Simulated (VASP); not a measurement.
Here is a VASP 6.6.1 calculation.

INCAR

```
SYSTEM = PbO
PREC = Accurate
ENCUT = 520
EDIFF = 1E-6
ISMEAR = 0
SIGMA = 0.1
LREAL = .False.
LASPH = .True.
NELM = 80
ALGO = Normal
ISIF = 2
LWAVE = .False.
LCHARG = .True.
GGA = PE
IVDW = 12
LELF = .True.
LVHAR = .True.
NBANDS = 28
```

KPOINTS

```
Automatic mesh
0
Gamma
  12 12 12
  0 0 0
```

The input POSCAR:

```
PbO
1.0
    3.9557950846      0.0000000000      0.0000000000
    0.0000000000      3.9557950846      0.0000000000
    0.0000000000      0.0000000000      3.1127884242
Pb O
2 2
Direct
    0.0000000000      0.5000000000      0.3470097644
    0.5000000000      0.0000000000      0.6529902356
    0.0000000000      0.0000000000      0.0000000000
    0.5000000000      0.5000000000      0.0000000000
```

Potentials or basis: VASP PAW PBE potentials, release 64 (Pb_d, O).

Run with:

```console
$ cat potpaw_PBE.64/Pb_d/POTCAR potpaw_PBE.64/O/POTCAR > POTCAR
$ mpirun -np 1 vasp_std > vasp.out
```

Predict the dispersion energy per atom.

-0.393 eV.

Estimate the band gap on the k mesh.

zero (bands 20 and 21 overlap by 0.17 eV).

Stress tensor (GPa, compression positive):
```
60.30  0.00  0.00
 0.00 60.30  0.00
 0.00  0.00 60.14
```

Caveat: the cell stands under pressure; semilocal functionals underestimate gaps, and a narrow one can read as zero; spin-orbit coupling is left out, which moves the levels of the heavy elements.
